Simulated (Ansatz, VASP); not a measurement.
**One calculation of Hf, two programs**

```
Hf
1.0
     3.15833    0.00000    0.00000
    -1.57916    2.73519    0.00000
     0.00000    0.00000    5.00194
Hf
2
Direct
  0.33333 0.66667 0.25000
  0.66667 0.33333 0.75000
```

Alike in both runs: functional PBEsol; k mesh 15 × 15 × 9; occupations fermi-dirac, width 0.08 eV; no spin polarisation.

Ansatz relaxed the structure, and its values are those at the end. VASP's run is a single point on that final structure, the one shown.

|  | VASP | Ansatz |
| --- | --- | --- |
| version | VASP 6.6.1 | Ansatz 0.2.0 |
| potentials or method | VASP PAW PBE potentials, release 64 (Hf_pv) | PAW with Ansatz's default frozen-core files, scalar-relativistic |
| plane-wave cutoff (eV) | 520 | 420 |
| valence electrons in the cell | 20 | 52 |

Ansatz gave:

```
pressure (GPa) : 0.0
```

Q: Which values does VASP return?

A: Pressure (GPa): -0.4.

VASP's potentials were made for PBE, not for PBEsol. VASP's potentials hold 20 valence electrons a cell and Ansatz's 52, so a difference there can come from the potentials and not from the codes.

Spin-orbit coupling is off throughout.
